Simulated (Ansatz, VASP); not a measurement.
Mo3H: VASP beside Ansatz

```
H Mo
1.0
     2.09465    1.20934    4.82650
    -2.09465    1.20934    4.82650
     0.00000   -2.41869    4.82650
H Mo
1 3
Direct
  0.50000 0.50000 0.50000
  0.50000 0.50000 0.00000
  0.00000 0.50000 0.50000
  0.50000 0.00000 0.50000
```

Alike in both runs: task relaxation of cell and atoms; functional PBE; k mesh 6 × 6 × 6; occupations gaussian, width 0.2 eV; no spin polarisation.

|  | VASP | Ansatz |
| --- | --- | --- |
| version | VASP 6.6.1 | Ansatz 0.2.0 |
| potentials or method | VASP PAW PBE potentials, release 64 (H, Mo_sv), cutoff 600 eV | scalar-relativistic, plane waves, PAW |
| valence electrons in the cell | 43 | 43 |

|  | VASP | Ansatz | Ansatz less VASP |
| --- | --- | --- | --- |
| gap on the k mesh at the Fermi level, each at its own relaxed structure (eV) | none | none | - |
| relaxed volume (Å³/atom) | 14.69 | 14.69 | -0.001 |
| relaxed length of the cell vector where the two differ most in proportion (Å) | 3.888 | 3.888 | -0.0003 |

A gap of «none» marks a metal or a gap that the smearing closes.

Noted on VASP's run: the volume moved by over 15 % at a fixed basis, so the end points are rough.
